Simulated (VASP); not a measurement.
# Zr5TiN6 in VASP: notebook

Runs on Zr5TiN6. Level: PBE. Tasks: single point.

Program: VASP 6.6.1. These are calculated values, not measurements. Logs are shortened: lines on timing, memory, paths and dates and some standing lists are left out, and cuts for length are marked.

## 1. The cell of the first run

It takes space group P-6m2 (No. 187, hexagonal). The conventional cell has a = 3.155 Å, b = 3.155 Å, c = 16.318 Å, α = 90.00°, β = 90.00°, γ = 120.00°. Within 3.0 Å of Zr (site symmetry 3m) lie 6 N at 2.28 to 2.29 Å. Zr (site symmetry -6m2) has 6 N at 2.29 Å within 3.0 Å. Zr (site symmetry 3m) has 6 N at 2.28 to 2.29 Å within 3.0 Å. Within 2.9 Å of Ti (site symmetry -6m2) lie 6 N at 2.21 Å. Within 2.9 Å of N (site symmetry 3m) lie 3 Ti at 2.21 Å and 3 Zr at 2.28 Å and 2 N at 2.52 to 2.76 Å. Within 3.0 Å of N (site symmetry 3m) lie 6 Zr at 2.29 Å and 2 N at 2.76 Å. N (site symmetry 3m) has 6 Zr at 2.28 to 2.29 Å and 2 N at 2.76 Å within 3.0 Å.

## 2. Single point, PBE

The input, INCAR:

```
PREC = Accurate ; ENCUT = 520
EDIFF = 1E-7 ; ISMEAR = 0
SIGMA = 0.1 ; LREAL = F
LASPH = T ; NELM = 60
ALGO = Normal ; ISIF = 2
LWAVE = F ; LCHARG = F
GGA = PE ; NBANDS = 63
```

The input, KPOINTS:

```
Automatic mesh
0
Gamma
  6 6 1
```

The input, POSCAR:

```
Zr5TiN6
1.0
    3.1550749000      0.0000000000      0.0000000000
   -1.5775374000      2.7323750000      0.0000000000
    0.0000000000      0.0000000000     16.3178793000
Zr Ti N
5 1 6
Direct
    0.3333333000      0.6666667000      0.6610310000
    0.3333333000      0.6666667000      0.0000000000
    0.3333333000      0.6666667000      0.3389690000
    0.6666667000      0.3333333000      0.8305440000
    0.6666667000      0.3333333000      0.1694560000
    0.6666667000      0.3333333000      0.5000000000
    0.0000000000      0.0000000000      0.5772090000
    0.0000000000      0.0000000000      0.9154420000
    0.0000000000      0.0000000000      0.2538810000
    0.0000000000      0.0000000000      0.7461190000
    0.0000000000      0.0000000000      0.0845580000
    0.0000000000      0.0000000000      0.4227910000
```

Potentials or basis: VASP PAW PBE potentials, release 64 (Zr_sv, Ti_sv, N).

Run with:

```sh
$ cat potpaw_PBE.64/Zr_sv/POTCAR potpaw_PBE.64/Ti_sv/POTCAR potpaw_PBE.64/N/POTCAR > POTCAR
$ mpirun -np 1 vasp_std > vasp.out
```

OUTCAR:

```text
PREC = Accurate
   ENCUT = 520
   EDIFF = 1E-7
   ISMEAR = 0
   LREAL = F
   LASPH = T
   NELM = 60
   ISIF = 2
   GGA = PE

 ion  position               nearest neighbor table
   1  0.333  0.667  0.661-   7 2.28   7 2.28   7 2.28  10 2.29  10 2.29  10 2.29   6 3.20   6 3.20
                             6 3.20   4 3.31   4 3.31   4 3.31
   2  0.333  0.667  0.000-   8 2.29  11 2.29   8 2.29  11 2.29   8 2.29  11 2.29   4 3.31   5 3.31
                             4 3.31   5 3.31   4 3.31   5 3.31
   3  0.333  0.667  0.339-  12 2.28  12 2.28  12 2.28   9 2.29   9 2.29   9 2.29   6 3.20   6 3.20
                             6 3.20   5 3.31   5 3.31   5 3.31
   4  0.667  0.333  0.831-  10 2.28  10 2.28  10 2.28   8 2.29   8 2.29   8 2.29   2 3.31   2 3.31
                             2 3.31   1 3.31   1 3.31   1 3.31
   5  0.667  0.333  0.169-   9 2.28   9 2.28   9 2.28  11 2.29  11 2.29  11 2.29   2 3.31   2 3.31
                             2 3.31   3 3.31   3 3.31   3 3.31
   6  0.667  0.333  0.500-   7 2.21  12 2.21   7 2.21  12 2.21   7 2.21  12 2.21   1 3.20   3 3.20
                             1 3.20   3 3.20   1 3.20   3 3.20
   7  0.000  0.000  0.577-   6 2.21   6 2.21   6 2.21   1 2.28   1 2.28   1 2.28
   8  0.000  0.000  0.915-   2 2.29   2 2.29   2 2.29   4 2.29   4 2.29   4 2.29
   9  0.000  0.000  0.254-   5 2.28   5 2.28   5 2.28   3 2.29   3 2.29   3 2.29
  10  0.000  0.000  0.746-   4 2.28   4 2.28   4 2.28   1 2.29   1 2.29   1 2.29
  11  0.000  0.000  0.085-   2 2.29   2 2.29   2 2.29   5 2.29   5 2.29   5 2.29
  12  0.000  0.000  0.423-   6 2.21   6 2.21   6 2.21   3 2.28   3 2.28   3 2.28

  LATTYP: Found a hexagonal cell.
 ALAT       =     3.1550749000
 C/A-ratio  =     5.1719467262

  Lattice vectors:

 A1 = (   3.1550749000,   0.0000000000,   0.0000000000)
 A2 = (  -1.5775374000,   2.7323750000,   0.0000000000)
 A3 = (   0.0000000000,   0.0000000000,  16.3178793000)

Analysis of symmetry for initial positions (statically):
=====================================================================
 Subroutine PRICEL returns:
 Original cell was already a primitive cell.

 Routine SETGRP: Setting up the symmetry group for a
 hexagonal supercell.

 Subroutine GETGRP returns: Found 12 space group operations
 (whereof 12 operations were pure point group operations)
 out of a pool of 24 trial point group operations.

The static configuration has the point symmetry D_3h.

Analysis of symmetry for dynamics (positions and initial velocities):
=====================================================================
 Subroutine PRICEL returns:
 Original cell was already a primitive cell.

 Routine SETGRP: Setting up the symmetry group for a
 hexagonal supercell.

 Subroutine GETGRP returns: Found 12 space group operations
 (whereof 12 operations were pure point group operations)
 out of a pool of 24 trial point group operations.

The dynamic configuration has the point symmetry D_3h.

 Subroutine INISYM returns: Found 12 space group operations
 (whereof 12 operations are pure point group operations),
 and found     1 'primitive' translations

----------------------------------------------------------------------------------------

                                     Primitive cell

  volume of cell :     140.6740

  direct lattice vectors                    reciprocal lattice vectors
     3.155074900  0.000000000  0.000000000     0.316949686  0.182990982  0.000000000
    -1.577537400  2.732375000  0.000000000     0.000000000  0.365981975  0.000000000
     0.000000000  0.000000000 16.317879300     0.000000000  0.000000000  0.061282473

  length of vectors
     3.155074900  3.155074863 16.317879300     0.365981971  0.365981975  0.061282473

  position of ions in fractional coordinates (direct lattice)
     0.333333300  0.666666700  0.661031000
     0.333333300  0.666666700  0.000000000
     0.333333300  0.666666700  0.338969000
     0.666666700  0.333333300  0.830544000
     0.666666700  0.333333300  0.169456000
     0.666666700  0.333333300  0.500000000
[... 50 lines left out ...]
   EFERMI_NEDOS =   21; number of points for ismear=-14 and -15
   IALGO  =     38    algorithm
   IMIX   =      4    mixing-type and parameters
     AMIX     =   0.40;   BMIX     =  1.00
     AMIX_MAG =   1.60;   BMIX_MAG =  1.00
  volume/ion in A,a.u.               =      11.72        79.11
  Fermi-wavevector in a.u.,A,eV,Ry     =   1.470744  2.779303 29.430585  2.163087
  Thomas-Fermi vector in A             =   2.585963
   LORBIT       =      0    0 simple, 1 ext, 2 COOP (PROOUT), +10 PAW based schemes
   GGA     = PE    functional components
   LHFCALC =     F    Hartree Fock is set to
   AEXX    =    0.0000 exact exchange contribution
   IVDW    =     0    specifies the selected vdW correction
   LEPSILON=     F    determine dielectric tensor
   LRPA    =     F    only Hartree local field effects (RPA)
 non-spin polarized calculation
 Gauss-broadening in eV      SIGMA  =   0.10
  energy-cutoff  :      520.00
  volume of cell :      140.67
 maximum number of plane-waves:      3804
 NGX is ok and might be reduce to    24
   NGX = 11   NGY = 11   NGZ = 61

 number of electron     102.0000008 magnetization

 Free energy of the ion-electron system (eV)
  ---------------------------------------------------
  ext. energy  EPLUGINS =         0.00000000
  ---------------------------------------------------
  free energy    TOTEN  =      -120.49301239 eV

  energy without entropy =     -120.48185594  energy(sigma->0) =     -120.48743417

 E-fermi :  11.5313     XC(G=0): -12.5372

 val. band max:       11.4885496286   @ k =   0.3333   0.3333   0.0000
 cond. band min:      11.7125783676   @ k =   0.3333   0.3333   0.0000
 fundamental gap:      0.2240287390
 Fermi energy:        11.5313345836

 k-point     1 :       0.0000    0.0000    0.0000
  band No.  band energies     occupation
      1     -46.3325      2.00000
      2     -37.8191      2.00000
      3     -37.7907      2.00000
      4     -37.7787      2.00000
      5     -37.7270      2.00000
      6     -37.7112      2.00000
[... 451 lines left out ...]
     62      14.8804      0.00000
     63      14.9789      0.00000

------------------------ aborting loop because EDIFF is reached ----------------------------------------

  FORCE on cell =-STRESS in cart. coord.  units (eV):
  Direction    XX          YY          ZZ          XY          YZ          ZX
  --------------------------------------------------------------------------------------
  -------------------------------------------------------------------------------------
  Total       -0.4852169     -0.4852168      1.3700708     -0.0000000      0.0000000      0.0000000
  in kB       -5.5262785     -5.5262784     15.6041422     -0.0000001      0.0000000      0.0000000
  external PRESSURE =       1.5171951 kB  Pullay stress =       0.0000000 kB

 VOLUME and BASIS-vectors are now :
 -----------------------------------------------------------------------------
  energy-cutoff  :      520.00
  volume of cell :      140.67
      direct lattice vectors                 reciprocal lattice vectors
     3.155074900  0.000000000  0.000000000     0.316949686  0.182990982  0.000000000
    -1.577537400  2.732375000  0.000000000     0.000000000  0.365981975  0.000000000
     0.000000000  0.000000000 16.317879300     0.000000000  0.000000000  0.061282473

 POSITION                                       TOTAL-FORCE (eV/Angst)
 -----------------------------------------------------------------------------------
     -0.00000      1.82158     10.78662        -0.000000     -0.000000     -0.099963
     -0.00000      1.82158      0.00000         0.000000      0.000000      0.000000
     -0.00000      1.82158      5.53126         0.000000      0.000000      0.099963
      1.57754      0.91079     13.55272         0.000000     -0.000000     -0.009682
      1.57754      0.91079      2.76516        -0.000000     -0.000000      0.009682
      1.57754      0.91079      8.15894         0.000000     -0.000000      0.000000
      0.00000      0.00000      9.41883         0.000000      0.000000     -0.000658
      0.00000      0.00000     14.93807         0.000000      0.000000      0.001214
      0.00000      0.00000      4.14280         0.000000      0.000000     -0.013513
      0.00000      0.00000     12.17508         0.000000      0.000000      0.013513
      0.00000      0.00000      1.37981         0.000000      0.000000     -0.001214
      0.00000      0.00000      6.89905         0.000000      0.000000      0.000658
 -----------------------------------------------------------------------------------
    total drift:                               -0.000024      0.000013      0.000000

  FREE ENERGIE OF THE ION-ELECTRON SYSTEM (eV)
  ---------------------------------------------------
  free  energy   TOTEN  =      -120.4930123946 eV

  energy  without entropy=     -120.4818559415  energy(sigma->0) =     -120.48743417
```

Run time: 2.9 min. Hardware: 1 thread of Intel Xeon 8259CL, shared host; peak memory 0.28 GiB.

What came out:

- Free energy: -120.4930 eV
- Pressure: 0.2 GPa
- Largest force: 0.100 eV/Å
- Band gap on the k mesh: zero (bands 51 and 52 overlap by 0.33 eV)

Forces in eV/Å, atoms in the order of the input:
```
Zr   0.000  0.000 -0.100
Zr   0.000  0.000  0.000
Zr   0.000  0.000  0.100
Zr   0.000  0.000 -0.010
Zr   0.000  0.000  0.010
Ti   0.000  0.000  0.000
N    0.000  0.000 -0.001
N    0.000  0.000  0.001
N    0.000  0.000 -0.014
N    0.000  0.000  0.014
N    0.000  0.000 -0.001
N    0.000  0.000  0.001
```

Levels at points of the mesh, in eV from the Fermi level:
```
           k point  band 49  band 50  band 51  band 52  band 53  band 54
(0.00, 0.00, 0.00)    -0.73     0.27     0.27     0.69     0.85     0.85
(0.50, 0.00, 0.00)    -2.15    -1.04    -0.79     0.50     0.72     1.79
```

Caveat: the k points lie up to 0.39 Å⁻¹ apart.

## 3. Single point, PBE

The input, INCAR:

```
SYSTEM = Zr5TiN6
PREC     = Accurate       ! precision mode
ENCUT    = 520            ! plane-wave cutoff, eV
EDIFF    = 1E-6           ! SCF threshold, eV
ISMEAR   = 0              ! smearing method
SIGMA    = 0.2            ! smearing width, eV
LREAL    = .FALSE.        ! projectors in reciprocal space
LASPH    = .TRUE.         ! aspherical terms in the spheres
NELM     = 100            ! most SCF steps
ALGO     = Normal         ! electronic algorithm
ISIF     = 2              ! what is computed and relaxed
LWAVE    = .FALSE.        ! write WAVECAR
LCHARG   = .FALSE.        ! write CHGCAR
GGA      = PE             ! functional
NBANDS   = 63             ! bands
```

The input, KPOINTS:

```
Automatic mesh
0
G
  6 6 2
  0 0 0
```

The input, POSCAR:

```
Zr5TiN6
1.0
    3.1550748918     -0.0000000289      0.0000000000
   -1.5775374209      2.7323750216      0.0000000000
    0.0000000000      0.0000000000     16.3178793000
Zr Ti N
5 1 6
Direct
    0.3333333333      0.6666666667      0.6610310000
    0.3333333333      0.6666666667      0.0000000000
    0.3333333333      0.6666666667      0.3389690000
    0.6666666667      0.3333333333      0.8305440000
    0.6666666667      0.3333333333      0.1694560000
    0.6666666667      0.3333333333      0.5000000000
    0.0000000000      0.0000000000      0.5772090000
    0.0000000000      0.0000000000      0.9154420000
    0.0000000000      0.0000000000      0.2538810000
    0.0000000000      0.0000000000      0.7461190000
    0.0000000000      0.0000000000      0.0845580000
    0.0000000000      0.0000000000      0.4227910000
```

Potentials or basis: VASP PAW PBE potentials, release 64 (Zr_sv, Ti_sv, N).

Run with:

```sh
$ cat potpaw_PBE.64/Zr_sv/POTCAR potpaw_PBE.64/Ti_sv/POTCAR potpaw_PBE.64/N/POTCAR > POTCAR
$ mpirun -np 1 vasp_std > vasp.out
```

It took 6.2 min on 1 thread of Intel Xeon 8259CL, shared host; peak memory 0.31 GiB.

Results (log left out):

```
Free energy            : -120.4440 eV
Pressure               : 0.3 GPa
Largest force          : 0.025 eV/Å
Band gap on the k mesh : zero (bands 51 and 52 overlap by 0.95 eV)
```

Forces on the atoms (eV/Å):
```
Zr   0.000  0.000  0.000
Zr   0.000  0.000  0.000
Zr   0.000  0.000  0.000
Zr   0.000  0.000 -0.025
Zr   0.000  0.000  0.025
Ti   0.000  0.000  0.000
N    0.000  0.000  0.004
N    0.000  0.000  0.003
N    0.000  0.000 -0.003
N    0.000  0.000  0.003
N    0.000  0.000 -0.003
N    0.000  0.000 -0.004
```

Stress tensor (GPa, compression positive):
```
0.15 0.00 0.00
0.00 0.15 0.00
0.00 0.00 0.75
```

Levels at points of the mesh, in eV from the Fermi level:
```csv
k point,band 49,band 50,band 51,band 52,band 53,band 54
"(0.00, 0.00, 0.00)",-0.62,0.39,0.39,0.80,0.95,0.95
"(0.50, 0.00, 0.00)",-2.03,-0.92,-0.66,0.62,0.84,1.90
"(0.00, 0.00, 0.50)",0.09,0.28,0.58,0.58,0.80,0.80
"(0.50, 0.00, 0.50)",-1.61,-1.37,-0.16,0.07,1.43,1.54
```

Caveat: the k points lie up to 0.38 Å⁻¹ apart, too coarse for converged energies and pressures of a metal.

## 4. Single point, PBE

The input, INCAR:

```
PREC = Accurate ; ENCUT = 520
EDIFF = 1E-6 ; ISMEAR = 0
SIGMA = 0.2 ; LREAL = False
LASPH = True ; NELM = 100
ALGO = Normal ; ISIF = 2
LWAVE = False ; LCHARG = True
GGA = PE ; LELF = True
LVHAR = True ; NBANDS = 63
```

The input, KPOINTS:

```
Automatic mesh
0
Gamma
  6 6 2
```

The input, POSCAR:

```
Zr5TiN6
1.0
    3.1537723943      0.0000203298      0.0000717185
   -1.5768684593      2.7312754688     -0.0000916189
    0.0000759459     -0.0000403080     16.3355146407
Zr Ti N
5 1 6
Direct
    0.3333568048      0.6666037369      0.6610152284
    0.3333329258      0.6666654807     -0.0000003386
    0.3333061616      0.6667041142      0.3389850051
    0.6666840263      0.3332853236      0.8304570973
    0.6666534414      0.3333830734      0.1695429687
    0.6666733306      0.3333214251      0.5000002017
    0.0000188020     -0.0000198236      0.5771670981
    0.0000065637     -0.0000205700      0.9154181248
   -0.0000250617      0.0000558418      0.2539234952
    0.0000267045     -0.0000600911      0.7460773491
   -0.0000065920      0.0000339472      0.0845812098
   -0.0000271069      0.0000475417      0.4228325601
```

Run with:

```sh
$ cat potpaw_PBE.64/Zr_sv/POTCAR potpaw_PBE.64/Ti_sv/POTCAR potpaw_PBE.64/N/POTCAR > POTCAR
$ mpirun -np 1 vasp_std > vasp.out
```

It took 16 min on 1 thread of Intel Xeon 8259CL, shared host; peak memory 0.44 GiB.

The run converged. Its results:

- Free energy: -120.4445 eV
- Pressure: 0.3 GPa
- Largest force: 0.010 eV/Å
- Band gap on the k mesh: zero (bands 51 and 52 overlap by 0.95 eV)

Forces in eV/Å, atoms in the order of the input:
```
Zr   0.000  0.000 -0.005
Zr   0.000  0.000  0.000
Zr   0.000  0.000  0.005
Zr   0.000  0.000 -0.002
Zr   0.000  0.000  0.002
Ti   0.000  0.000  0.000
N    0.000 -0.001  0.010
N    0.000  0.000  0.000
N    0.000  0.000 -0.001
N    0.000  0.000  0.001
N    0.000  0.000  0.000
N    0.001 -0.001 -0.010
```

Levels at points of the mesh, in eV from the Fermi level:
```tsv
k point	band 48	band 49	band 50	band 51	band 52	band 53	band 54	band 55
(0.00, 0.00, 0.00)	-1.33	-0.63	0.39	0.39	0.80	0.96	0.96	1.16
(0.50, 0.00, 0.00)	-2.41	-2.04	-0.92	-0.67	0.62	0.84	1.90	1.97
(0.00, 0.50, 0.00)	-2.41	-2.04	-0.92	-0.67	0.62	0.84	1.90	1.97
(0.50, 0.50, 0.00)	-2.41	-2.04	-0.92	-0.67	0.62	0.84	1.90	1.97
(0.00, 0.00, 0.50)	-2.34	0.08	0.27	0.58	0.58	0.80	0.80	1.05
(0.50, 0.00, 0.50)	-2.94	-1.61	-1.37	-0.16	0.07	1.43	1.54	1.90
(0.00, 0.50, 0.50)	-2.94	-1.61	-1.37	-0.16	0.07	1.43	1.54	1.90
(0.50, 0.50, 0.50)	-2.94	-1.61	-1.37	-0.16	0.07	1.43	1.54	1.90
```

Caveat: the k points lie up to 0.38 Å⁻¹ apart, too coarse for converged energies and pressures of a metal.

## 5. Single point, PBE, collinear spin

The input, INCAR:

```
SYSTEM = Zr5TiN6
PREC = Accurate
ENCUT = 520
EDIFF = 1E-7
ISMEAR = 0
SIGMA = 0.1
LREAL = .FALSE.
LASPH = .TRUE.
NELM = 150
ALGO = Normal
ISIF = 2
LWAVE = .FALSE.
LCHARG = .TRUE.
ISPIN = 2
MAGMOM = 0 0 0 0 0 1 0 0 0 0 0 0
LORBIT = 11
LMAXMIX = 4
GGA = PE
LELF = .TRUE.
LVHAR = .TRUE.
NBANDS = 67
```

The input, KPOINTS:

```
regular mesh
0
G
  6 6 1
  0 0 0
```

The input, POSCAR:

```
Zr5TiN6
1.0
    3.1550749000      0.0000000000      0.0000000000
   -1.5775374000      2.7323750000      0.0000000000
    0.0000000000      0.0000000000     16.3178793000
Zr Ti N
5 1 6
Direct
    0.3333333000      0.6666667000      0.6610310000
    0.3333333000      0.6666667000      0.0000000000
    0.3333333000      0.6666667000      0.3389690000
    0.6666667000      0.3333333000      0.8305440000
    0.6666667000      0.3333333000      0.1694560000
    0.6666667000      0.3333333000      0.5000000000
    0.0000000000      0.0000000000      0.5772090000
    0.0000000000      0.0000000000      0.9154420000
    0.0000000000      0.0000000000      0.2538810000
    0.0000000000      0.0000000000      0.7461190000
    0.0000000000      0.0000000000      0.0845580000
    0.0000000000      0.0000000000      0.4227910000
```

Run with:

```sh
$ cat potpaw_PBE.64/Zr_sv/POTCAR potpaw_PBE.64/Ti_sv/POTCAR potpaw_PBE.64/N/POTCAR > POTCAR
$ mpirun -np 1 vasp_std > vasp.out
```

Run time: 8.2 min. Hardware: 1 thread of Intel Xeon 8259CL, shared host; peak memory 0.36 GiB.

The run converged. Its results:

* Free energy: -120.4930 eV
* Pressure: 0.2 GPa
* Largest force: 0.100 eV/Å
* Band gap on the k mesh: zero (filled and empty bands overlap)
* Net moment: 0.00 μB per cell
* Valence electrons inside the program's atomic spheres: Zr 9.88; Ti 10.20; N 3.70, 3.73 (each value once)

Forces on the atoms (eV/Å):
```
Zr   0.000  0.000 -0.100
Zr   0.000  0.000  0.000
Zr   0.000  0.000  0.100
Zr   0.000  0.000 -0.010
Zr   0.000  0.000  0.010
Ti   0.000  0.000  0.000
N    0.000  0.000 -0.001
N    0.000  0.000  0.001
N    0.000  0.000 -0.014
N    0.000  0.000  0.014
N    0.000  0.000 -0.001
N    0.000  0.000  0.001
```

Stress tensor (GPa, compression positive):
```
-0.55  0.00  0.00
 0.00 -0.55  0.00
 0.00  0.00  1.56
```

Levels at points of the mesh, in eV from the Fermi level:
Spin up:
```tsv
k point	band 47	band 48	band 49	band 50	band 51	band 52	band 53	band 54	band 55	band 56
(0.00, 0.00, 0.00)	-3.33	-1.44	-0.73	0.27	0.27	0.69	0.85	0.85	1.05	1.22
(0.50, 0.00, 0.00)	-2.96	-2.54	-2.15	-1.04	-0.79	0.50	0.72	1.79	1.87	2.04
```
Spin down:
```tsv
k point	band 48	band 49	band 50	band 51	band 52	band 53	band 54	band 55
(0.00, 0.00, 0.00)	-1.44	-0.73	0.27	0.27	0.69	0.85	0.85	1.05
(0.50, 0.00, 0.00)	-2.54	-2.15	-1.04	-0.79	0.50	0.72	1.79	1.87
```

Caveat: the k points lie up to 0.39 Å⁻¹ apart.

## 6. The runs side by side

```csv
spin,cell,k mesh,smearing,gap on the mesh (eV),pressure (GPa),largest force (eV/Å)
off,"a = 3.155, b = 3.155, c = 16.318 Å, angles 90.0, 90.0, 120.0°, 12 atoms, atomic positions A",6 × 6 × 1,gaussian 0.1 eV,none,0.2,0.10
off,"a = 3.155, b = 3.155, c = 16.318 Å, angles 90.0, 90.0, 120.0°, 12 atoms, atomic positions A",6 × 6 × 2,gaussian 0.2 eV,none,0.3,0.02
off,"a = 3.154, b = 3.154, c = 16.336 Å, angles 90.0, 90.0, 120.0°, 12 atoms, atomic positions B",6 × 6 × 2,gaussian 0.2 eV,none,0.3,0.01
collinear,"a = 3.155, b = 3.155, c = 16.318 Å, angles 90.0, 90.0, 120.0°, 12 atoms, atomic positions A",6 × 6 × 1,gaussian 0.1 eV,none,0.2,0.10
```

Alike in all rows: task single point; level PBE; potentials or basis VASP PAW PBE potentials, release 64 (Zr_sv, Ti_sv, N); cutoff (eV) 520.

Caveats: all runs use coarse meshes.

Total energies depend on the potentials used, so only differences within one code and one set of settings carry meaning.

The gap in the log of VASP goes by the Fermi energy; the results here count the filled bands.